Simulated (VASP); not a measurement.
Set up this calculation in VASP 6.6.1, as the native input.

```
Task                   : single point
Functional             : PBE
Potentials or basis    : VASP PAW PBE potentials, release 64 (Mg, Si, N)
Cutoff                 : 520 eV
k mesh                 : 8 × 12 × 8
Occupations            : gaussian, width 0.1 eV
Spin                   : no spin polarisation
Dipole correction      : no
Further INCAR settings : ALGO = Normal; EDIFF = 1e-06; NBANDS = 18
```

The structure of MgSi3N lies in POSCAR:

```
MgSi3N
1.0
    4.8928266584      0.0000000000     -0.0160630706
    0.0000000000      2.9767363810      0.0000000000
   -1.7802167557      0.0000000000      5.6401257728
Mg Si N
1 3 1
Direct
    0.1471076708      0.5000000000      0.0603796917
    0.9548303186      0.0000000000      0.4160622748
    0.5273252188      0.0000000000      0.9095244700
    0.4973284346      0.0000000000      0.5084355984
    0.8734083575      0.0000000000      0.1055979653
```

These files were run (other wordings do the same):

INCAR

```
PREC = Accurate
ENCUT = 520
EDIFF = 1E-6
ISMEAR = 0
SIGMA = 0.1
LREAL = F
LASPH = T
NELM = 100
ALGO = Normal
ISIF = 2
LWAVE = F
LCHARG = F
GGA = PE
NBANDS = 18
```

KPOINTS

```
Automatic mesh
0
Gamma
  8 12 8
```

Potentials or basis: VASP PAW PBE potentials, release 64 (Mg, Si, N).

The run is started by

```console
$ cat potpaw_PBE.64/Mg/POTCAR potpaw_PBE.64/Si/POTCAR potpaw_PBE.64/N/POTCAR > POTCAR
$ mpirun -np 1 vasp_std > vasp.out
```

Results of the run:

```yaml
Pressure: -0.1 GPa
Largest_force: 0.010 eV/Å
Band_gap_on_the_k_mesh: zero (an odd number of electrons rules out a gap without spin polarisation)
```

Wall time 120 s on 1 thread of Intel(R) Xeon(R) 6975P-C (Granite Rapids), on a shared host, peak memory 0.45 GiB.
